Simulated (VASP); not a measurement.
Wanted: the native input for a VASP 6.6.1 run.

* Task: single point
* Functional: PBEsol
* Potentials or basis: VASP PAW PBE potentials, release 64 (Si, C)
* Cutoff: 520 eV
* k mesh: 12 × 12 × 12
* Occupations: gaussian, width 0.05 eV
* Spin: no spin polarisation
* Dipole correction: no
* Further INCAR settings: ALGO = Normal; EDIFF = 1e-06; NBANDS = 11

The structure of SiC lies in POSCAR:

```
SiC
1.0
    0.0000000000      2.2622704100      2.2622704100
    2.2622704100      0.0000000000      2.2622704100
    2.2622704100      2.2622704100      0.0000000000
Si C
1 1
Direct
    0.0000000000      0.0000000000      0.0000000000
    0.7500000000      0.7500000000      0.7500000000
```

The input as run:

INCAR

```
ALGO     = Normal         # electronic algorithm
EDIFF    = 1E-6           # SCF threshold, eV
ENCUT    = 520            # plane-wave cutoff, eV
GGA      = PS             # functional
ISIF     = 2              # what is computed and relaxed
ISMEAR   = 0              # smearing method
LASPH    = True           # aspherical terms in the spheres
LCHARG   = False          # write CHGCAR
LREAL    = False          # projectors in reciprocal space
LWAVE    = False          # write WAVECAR
NBANDS   = 11             # bands
NELM     = 80             # most SCF steps
PREC     = Accurate       # precision mode
SIGMA    = 0.05           # smearing width, eV
```

KPOINTS

```
k-points
0
Gamma
  12 12 12
```

Potentials or basis: VASP PAW PBE potentials, release 64 (Si, C).

Command:

```sh
$ cat potpaw_PBE.64/Si/POTCAR potpaw_PBE.64/C/POTCAR > POTCAR
$ mpirun -np 1 vasp_std > vasp.out
```

Results of the run:

The pressure is -19.8 GPa. The band gap on the k mesh is 1.33 eV, indirect (least direct gap 4.32 eV).

Caveat: the PAW data sets were made with another functional, which shifts forces and pressure a little.

It took 8.6 s on 1 thread of AMD EPYC 9R45 96-Core Processor (Zen 5), with other jobs on the host, peak memory 0.11 GiB.
